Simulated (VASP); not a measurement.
Write the native input for VASP 6.6.1 that does the following.

| Quantity | Value |
| --- | --- |
| Task | single point |
| Functional | PBE |
| Dispersion | D3(BJ) |
| Potentials or basis | VASP PAW PBE potentials, release 64 (C) |
| Cutoff | 520 eV |
| k mesh | 15 × 15 × 15 |
| Occupations | gaussian, width 0.05 eV |
| Spin | no spin polarisation |
| Dipole correction | no |
| Further INCAR settings | ALGO = Normal; EDIFF = 1e-06; NBANDS = 11 |

The structure of C lies in POSCAR:

```
C
1.0
    1.2324984681      0.7115833223      3.3613878357
   -1.2324984681      0.7115833223      3.3613878357
    0.0000000000     -1.4231666447      3.3613878357
C
2
Direct
    0.1747852414      0.1747852414      0.1431656133
    0.8252147586      0.8252147586      0.8568343867
```

This cell differs from its parent crystal: atoms displaced along several vibrational modes.

The input as run:

INCAR

```
PREC = Accurate ; ENCUT = 520
EDIFF = 1E-6 ; ISMEAR = 0
SIGMA = 0.05 ; LREAL = F
LASPH = T ; NELM = 60
ALGO = Normal ; ISIF = 2
LWAVE = F ; LCHARG = F
GGA = PE ; IVDW = 12
NBANDS = 11
```

KPOINTS

```
Automatic mesh
0
Gamma
  15 15 15
```

Potentials or basis: VASP PAW PBE potentials, release 64 (C).

Launch:

```sh
$ cat potpaw_PBE.64/C/POTCAR > POTCAR
$ mpirun -np 1 vasp_std > vasp.out
```

It gave:

| Property | Result |
| --- | --- |
| Pressure | 3.5 GPa |
| Largest force | 4.350 eV/Å |
| Dispersion energy per atom | -0.156 eV |

Caveat: the cell differs from its parent crystal (atoms displaced along several vibrational modes); the stress differs along the axes, from -3 to 14 GPa; forces of over 1 eV/Å act on the atoms, so gaps and moduli don't describe the material at rest.

It took 6.7 min on 1 thread of Intel Xeon 8259CL (shared host), peak memory 0.28 GiB.
